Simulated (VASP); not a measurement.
# LiF (I4/mmm) in VASP: further runs

Runs on LiF. Level: LDA. Tasks: single point.

Program: VASP 6.6.1. These are calculated values, not measurements. Logs are shortened: lines on timing, memory, paths and dates and some standing lists are left out, and cuts for length are marked.

### 1 The cell of the first run

Symmetry: I4/mmm, No. 139, tetragonal system. Conventional cell: a = 2.777 Å, b = 2.777 Å, c = 4.129 Å, α = 90.00°, β = 90.00°, γ = 90.00°. Li (site symmetry 4/mmm) has 6 F at 1.96 to 2.06 Å within 2.6 Å. Within 2.6 Å of F (site symmetry 4/mmm) lie 6 Li at 1.96 to 2.06 Å.

### 2 Single point, LDA (strain -0.025 along x and y, +0.025 along z)

Input file INCAR:

```
SYSTEM = LiF
PREC = Accurate
ENCUT = 520
EDIFF = 1E-7
ISMEAR = 0
SIGMA = 0.05
LREAL = .FALSE.
LASPH = .TRUE.
NELM = 100
ALGO = Normal
ISIF = 2
LWAVE = .FALSE.
LCHARG = .FALSE.
GGA = CA
NBANDS = 12
```

Input file KPOINTS:

```
regular mesh
0
G
  10 10 10
  0 0 0
```

Input file POSCAR:

```
LiF
1.0
    0.0000000000      1.9636500000      2.0643500000
    1.9636500000      0.0000000000      2.0643500000
    1.9636500000      1.9636500000      0.0000000000
Li F
1 1
Direct
    0.0000000000      0.0000000000      0.0000000000
    0.5000000000      0.5000000000      0.5000000000
```

Potentials or basis: VASP PAW LDA potentials, release 64 (Li_sv, F).

Run with:

```bash
cat potpaw_LDA.64/Li_sv/POTCAR potpaw_LDA.64/F/POTCAR > POTCAR
mpirun -np 1 vasp_std > vasp.out
```

OUTCAR:

```text
SYSTEM = LiF
   PREC = Accurate
   ENCUT = 520
   EDIFF = 1E-7
   ISMEAR = 0
   LREAL = .FALSE.
   LASPH = .TRUE.
   NELM = 100
   ISIF = 2
   GGA = CA

 ion  position               nearest neighbor table
   1  0.000  0.000  0.000-   2 1.96   2 1.96   2 1.96   2 1.96   2 2.06   2 2.06
   2  0.500  0.500  0.500-   1 1.96   1 1.96   1 1.96   1 1.96   1 2.06   1 2.06

  LATTYP: Found a body centered tetragonal cell.
 ALAT       =     2.7770204618
 C/A-ratio  =     1.4867373348

  Lattice vectors:

 A1 = (  -1.9636500000,   0.0000000000,   2.0643500000)
 A2 = (   1.9636500000,   0.0000000000,   2.0643500000)
 A3 = (   0.0000000000,   1.9636500000,  -2.0643500000)

Analysis of symmetry for initial positions (statically):
=====================================================================
 Subroutine PRICEL returns:
 Original cell was already a primitive cell.

 Routine SETGRP: Setting up the symmetry group for a
 body centered tetragonal supercell.

 Subroutine GETGRP returns: Found 16 space group operations
 (whereof 16 operations were pure point group operations)
 out of a pool of 16 trial point group operations.

The static configuration has the point symmetry D_4h.

Analysis of symmetry for dynamics (positions and initial velocities):
=====================================================================
 Subroutine PRICEL returns:
 Original cell was already a primitive cell.

 Routine SETGRP: Setting up the symmetry group for a
 body centered tetragonal supercell.

 Subroutine GETGRP returns: Found 16 space group operations
 (whereof 16 operations were pure point group operations)
 out of a pool of 16 trial point group operations.

The dynamic configuration has the point symmetry D_4h.

 Subroutine INISYM returns: Found 16 space group operations
 (whereof 16 operations are pure point group operations),
 and found     1 'primitive' translations

----------------------------------------------------------------------------------------

                                     Primitive cell

  volume of cell :      15.9199

  direct lattice vectors                    reciprocal lattice vectors
     0.000000000  1.963650000  2.064350000    -0.254627861  0.254627861  0.242206990
     1.963650000  0.000000000  2.064350000     0.254627861 -0.254627861  0.242206990
     1.963650000  1.963650000  0.000000000     0.254627861  0.254627861 -0.242206990

  length of vectors
     2.849116046  2.849116046  2.777020462     0.433975715  0.433975715  0.433975715

  position of ions in fractional coordinates (direct lattice)
     0.000000000  0.000000000  0.000000000
     0.500000000  0.500000000  0.500000000

  ion indices of the primitive-cell ions
   primitive index   ion index
                 1           1
                 2           2

----------------------------------------------------------------------------------------

 KPOINTS: regular mesh

Automatic generation of k-mesh.
 Grid dimensions read from file:
 generate k-points for:   10   10   10

 Generating k-lattice:

  Cartesian coordinates                     Fractional coordinates (reciprocal lattice)
    -0.025462786  0.025462786  0.024220699     0.100000000 -0.000000000  0.000000000
     0.025462786 -0.025462786  0.024220699    -0.000000000  0.100000000  0.000000000
     0.025462786  0.025462786 -0.024220699     0.000000000  0.000000000  0.100000000

  Length of vectors
     0.043397572  0.043397572  0.043397572

  Shift w.r.t. Gamma in fractional coordinates (k-lattice)
     0.000000000  0.000000000  0.000000000

 Subroutine IBZKPT returns following result:
 ===========================================

 Found    102 irreducible k-points:

 Following reciprocal coordinates:
            Coordinates               Weight
  0.000000  0.000000  0.000000      1.000000
  0.100000  0.000000  0.000000      8.000000
  0.200000  0.000000  0.000000      8.000000
  0.300000  0.000000  0.000000      8.000000
  0.400000  0.000000  0.000000      8.000000
  0.500000 -0.000000  0.000000      4.000000
[... 16 lines left out ...]
  0.300000  0.300000  0.000000      2.000000
  0.400000  0.300000  0.000000      8.000000
 [... further k-points ...]
   k-points           NKPTS =    102   k-points in BZ     NKDIM =    102   number of bands    NBANDS=     12
   number of dos      NEDOS =    301   number of ions     NIONS =      2
   total plane-waves  NPLWV =  13824
   dimension x,y,z NGX =    24 NGY =   24 NGZ =   24
   dimension x,y,z NGXF=    48 NGYF=   48 NGZF=   48
   ions per type =               1   1
   NGX,Y,Z   is equivalent  to a cutoff of  14.00, 14.00, 14.37 a.u.
   NGXF,Y,Z  is equivalent  to a cutoff of  28.01, 28.01, 28.74 a.u.
 SYSTEM =  LiF
   PREC   = accura    normal or accurate (medium, high low for compatibility)
   ISTART =      0    job   : 0-new  1-cont  2-samecut
   ICHARG =      2    charge: 1-file 2-atom 10-const
   ISPIN  =      1    spin polarized calculation?
   LNONCOLLINEAR =      F non collinear calculations
   LSORBIT =      F    spin-orbit coupling
   LASPH  =      T    aspherical Exc in radial PAW
   ENCUT  =  520.0 eV  38.22 Ry    6.18 a.u.   5.30  5.30  5.16*2*pi/ulx,y,z
   NELM   =    100;   NELMIN=  2; NELMDL= -5     # of ELM steps
   EDIFF  = 0.1E-06   stopping-criterion for ELM
   LREAL  =      F    real-space projection
   EDIFFG = 0.1E-05   stopping-criterion for IOM
   NSW    =      0    number of steps for IOM
   IBRION =     -1    ionic relax: 0-MD 1-quasi-New 2-CG
   NFREE  =      0    steps in history (QN), initial steepest desc. (CG)
   ISIF   =      2    stress and relaxation
   ISYM   =      2    0-nonsym 1-usesym 2-fastsym
   POTIM  = 0.5000    time-step for ionic-motion
   TEBEG  =    0.0;   TEEND  =   0.0 temperature during run
   PSTRESS=    0.0 pullay stress
   NELECT =      10.0000    total number of electrons
   NUPDOWN=      -1.0000    fix difference up-down
   EMIN   =  10.00;   EMAX   =-10.00  energy-range for DOS
   EFERMI =   0.00;   METHOD = LEGACY
   ISMEAR =     0;   SIGMA  =   0.05  broadening in eV -4-tet -1-fermi 0-gaus
   EFERMI_NEDOS =   21; number of points for ismear=-14 and -15
   IALGO  =     38    algorithm
   IMIX   =      4    mixing-type and parameters
     AMIX     =   0.40;   BMIX     =  1.00
     AMIX_MAG =   1.60;   BMIX_MAG =  1.00
  volume/ion in A,a.u.               =       7.96        53.72
  Fermi-wavevector in a.u.,A,eV,Ry     =   1.402042  2.649475 26.745266  1.965722
  Thomas-Fermi vector in A             =   2.524843
   LORBIT       =      0    0 simple, 1 ext, 2 COOP (PROOUT), +10 PAW based schemes
   GGA     = CA    functional components
   LHFCALC =     F    Hartree Fock is set to
   AEXX    =    0.0000 exact exchange contribution
   IVDW    =     0    specifies the selected vdW correction
   LEPSILON=     F    determine dielectric tensor
   LRPA    =     F    only Hartree local field effects (RPA)
 non-spin polarized calculation
 Gauss-broadening in eV      SIGMA  =   0.05
  energy-cutoff  :      520.00
  volume of cell :       15.92
 maximum number of plane-waves:       440
 NGX is ok and might be reduce to    24
   NGX = 11   NGY = 11   NGZ = 11

 number of electron      10.0000000 magnetization

 number of electron       9.9999993 magnetization

 Free energy of the ion-electron system (eV)
  ---------------------------------------------------
  ext. energy  EPLUGINS =         0.00000000
  ---------------------------------------------------
  free energy    TOTEN  =       -10.48030071 eV

  energy without entropy =      -10.48030071  energy(sigma->0) =      -10.48030071

 E-fermi :  -0.7313     XC(G=0): -10.7965

 val. band max:       -1.0728403759   @ k =   0.0000   0.0000   0.0000
 cond. band min:       7.9179738735   @ k =   0.0000   0.0000   0.0000
 fundamental gap:      8.9908142494
 Fermi energy:        -0.7313370460

 k-point     1 :       0.0000    0.0000    0.0000
  band No.  band energies     occupation
      1     -40.8318      2.00000
      2     -20.7795      2.00000
      3      -1.1801      2.00000
      4      -1.1801      2.00000
      5      -1.0728      2.00000
      6       7.9180      0.00000
      7      21.9043      0.00000
      8      22.7584      0.00000
      9      23.0681      0.00000
     10      23.0681      0.00000
     11      23.2031      0.00000
     12      23.2031      0.00000

 k-point     2 :       0.1000    0.0000    0.0000
  band No.  band energies     occupation
      1     -40.8245      2.00000
      2     -20.7384      2.00000
      3      -1.4545      2.00000
      4      -1.1949      2.00000
      5      -1.1337      2.00000
      6       8.2033      0.00000
      7      19.8837      0.00000
      8      21.0265      0.00000
      9      21.8060      0.00000
     10      23.8668      0.00000
     11      24.2515      0.00000
     12      24.2961      0.00000

 k-point     3 :       0.2000    0.0000    0.0000
  band No.  band energies     occupation
      1     -40.8050      2.00000
      2     -20.6276      2.00000
      3      -2.1730      2.00000
      4      -1.2327      2.00000
      5      -1.2246      2.00000
      6       8.8201      0.00000
      7      17.4440      0.00000
      8      19.4561      0.00000
      9      20.3286      0.00000
     10      24.9825      0.00000
     11      25.5578      0.00000
     12      25.5795      0.00000
[... 286 lines left out ...]
 k-point    23 :       0.3000    0.3000    0.0000
  band No.  band energies     occupation
      1     -40.7738      2.00000
      2     -20.3424      2.00000
      3      -3.2193      2.00000
      4      -1.7967      2.00000
      5      -1.7967      2.00000
      6      10.8112      0.00000
      7      16.8596      0.00000
      8      17.5393      0.00000
      9      19.6238      0.00000
     10      19.6238      0.00000
     11      33.1073      0.00000
     12      33.7934      0.00000

 k-point    24 :       0.4000    0.3000    0.0000
  band No.  band energies     occupation
      1     -40.7599      2.00000
      2     -20.2278      2.00000
      3      -3.6544      2.00000
      4      -2.0219      2.00000
      5      -1.8814      2.00000
      6      11.5300      0.00000
      7      15.7299      0.00000
      8      17.1268      0.00000
      9      19.3488      0.00000
     10      20.4355      0.00000
     11      32.6781      0.00000
     12      34.2440      0.00000

 [... further k-points ...]
[... 5 lines left out ...]
  --------------------------------------------------------------------------------------
  -------------------------------------------------------------------------------------
  Total       -0.3617793     -0.3617793     -0.6985663      0.0000000      0.0000000      0.0000000
  in kB      -36.4093353    -36.4093353    -70.3034589      0.0000000      0.0000000      0.0000000
  external PRESSURE =     -47.7073765 kB  Pullay stress =       0.0000000 kB

 VOLUME and BASIS-vectors are now :
 -----------------------------------------------------------------------------
  energy-cutoff  :      520.00
  volume of cell :       15.92
      direct lattice vectors                 reciprocal lattice vectors
     0.000000000  1.963650000  2.064350000    -0.254627861  0.254627861  0.242206990
     1.963650000  0.000000000  2.064350000     0.254627861 -0.254627861  0.242206990
     1.963650000  1.963650000  0.000000000     0.254627861  0.254627861 -0.242206990

 POSITION                                       TOTAL-FORCE (eV/Angst)
 -----------------------------------------------------------------------------------
      0.00000      0.00000      0.00000        -0.000000      0.000000      0.000000
      1.96365      1.96365      2.06435         0.000000     -0.000000      0.000000
 -----------------------------------------------------------------------------------
    total drift:                               -0.000000     -0.000000      0.000000

  FREE ENERGIE OF THE ION-ELECTRON SYSTEM (eV)
  ---------------------------------------------------
  free  energy   TOTEN  =       -10.4803007087 eV

  energy  without entropy=      -10.4803007087  energy(sigma->0) =      -10.48030071
```

Wall time 11 s (1 thread of Intel Xeon Platinum 8488C (Sapphire Rapids), shared host); peak memory 0.13 GiB.

What came out:

| Property | Result |
| --- | --- |
| Free energy | -10.4803 eV |
| Band gap on the k mesh | 8.99 eV, direct |

Levels at points of the mesh, in eV from the valence-band top:
```csv
k point,band 1,band 2,band 3,band 4,band 5,band 6,band 7,band 8,band 9,band 10
"(0.00, 0.00, 0.00)",-39.76,-19.71,-0.11,-0.11,0.00,8.99,22.98,23.83,24.14,24.14
"(0.50, 0.00, 0.00)",-39.68,-19.24,-2.72,-0.36,-0.25,10.44,16.61,18.14,19.02,30.00
"(0.50, 0.50, 0.00)",-39.67,-18.98,-3.33,-1.03,-1.03,14.00,16.55,17.37,20.50,20.50
"(0.50, 0.00, 0.50)",-39.66,-18.91,-3.29,-1.36,-1.03,14.91,15.88,17.41,19.40,20.18
```

Caveat: the cell differs from its parent crystal (strain -0.025 along x and y, +0.025 along z); the cutoff is under 1.25 times the usual one of these potentials, so pressure, stress and relaxed cells hold a basis-set (Pulay) error. A k mesh can miss the band edges.

### 3 Single point, LDA (strain -0.025 along x and y, +0.050 along z)

Input file INCAR:

```
PREC     = Accurate       # precision mode
ENCUT    = 520            # plane-wave cutoff, eV
EDIFF    = 1E-6           # SCF threshold, eV
ISMEAR   = 0              # smearing method
SIGMA    = 0.05           # smearing width, eV
LREAL    = F              # projectors in reciprocal space
LASPH    = T              # aspherical terms in the spheres
NELM     = 60             # most SCF steps
ALGO     = Normal         # electronic algorithm
ISIF     = 2              # what is computed and relaxed
LWAVE    = F              # write WAVECAR
LCHARG   = F              # write CHGCAR
GGA      = CA             # functional
NBANDS   = 12             # bands
```

Input file KPOINTS:

```
regular mesh
0
Gamma
  10 10 10
```

Input file POSCAR:

```
LiF
1.0
    0.0000000000      1.9636500000      2.1147000000
    1.9636500000      0.0000000000      2.1147000000
    1.9636500000      1.9636500000      0.0000000000
Li F
1 1
Direct
    0.0000000000      0.0000000000      0.0000000000
    0.5000000000      0.5000000000      0.5000000000
```

Potentials or basis: VASP PAW LDA potentials, release 64 (Li_sv, F).

Run with:

```bash
cat potpaw_LDA.64/Li_sv/POTCAR potpaw_LDA.64/F/POTCAR > POTCAR
mpirun -np 1 vasp_std > vasp.out
```

OUTCAR:

```text
PREC = Accurate
   ENCUT = 520
   EDIFF = 1E-6
   ISMEAR = 0
   LREAL = F
   LASPH = T
   NELM = 60
   ISIF = 2
   GGA = CA

 ion  position               nearest neighbor table
   1  0.000  0.000  0.000-   2 1.96   2 1.96   2 1.96   2 1.96   2 2.11   2 2.11
   2  0.500  0.500  0.500-   1 1.96   1 1.96   1 1.96   1 1.96   1 2.11   1 2.11

  LATTYP: Found a body centered tetragonal cell.
 ALAT       =     2.7770204618
 C/A-ratio  =     1.5229992210

  Lattice vectors:

[... 549 lines left out ...]

------------------------ aborting loop because EDIFF is reached ----------------------------------------

  FORCE on cell =-STRESS in cart. coord.  units (eV):
  Direction    XX          YY          ZZ          XY          YZ          ZX
  --------------------------------------------------------------------------------------
  -------------------------------------------------------------------------------------
  Total       -0.4593207     -0.4593207     -0.8727307      0.0000000      0.0000000      0.0000000
  in kB      -45.1252532    -45.1252532    -85.7400845      0.0000000      0.0000000      0.0000000
  external PRESSURE =     -58.6635303 kB  Pullay stress =       0.0000000 kB

 VOLUME and BASIS-vectors are now :
 -----------------------------------------------------------------------------
  energy-cutoff  :      520.00
  volume of cell :       16.31
      direct lattice vectors                 reciprocal lattice vectors
     0.000000000  1.963650000  2.114700000    -0.254627861  0.254627861  0.236440157
     1.963650000  0.000000000  2.114700000     0.254627861 -0.254627861  0.236440157
     1.963650000  1.963650000  0.000000000     0.254627861  0.254627861 -0.236440157

 POSITION                                       TOTAL-FORCE (eV/Angst)
 -----------------------------------------------------------------------------------
      0.00000      0.00000      0.00000         0.000000      0.000000     -0.000000
      1.96365      1.96365      2.11470        -0.000000     -0.000000      0.000000
 -----------------------------------------------------------------------------------
    total drift:                               -0.000000     -0.000000      0.000000

  FREE ENERGIE OF THE ION-ELECTRON SYSTEM (eV)
  ---------------------------------------------------
  free  energy   TOTEN  =       -10.4624098878 eV

  energy  without entropy=      -10.4624098877  energy(sigma->0) =      -10.46240989
```

It took 12 s on 1 thread of Intel Xeon Platinum 8488C (Sapphire Rapids), shared host; peak memory 0.13 GiB.

What came out:

```
Free energy            : -10.4624 eV
Band gap on the k mesh : 8.74 eV, direct
```

Caveat: the cell differs from its parent crystal (strain -0.025 along x and y, +0.050 along z); the cutoff is under 1.25 times the usual one of these potentials, so pressure, stress and relaxed cells hold a basis-set (Pulay) error. A k mesh can miss the band edges.

(Continued in part 2 of 3.)
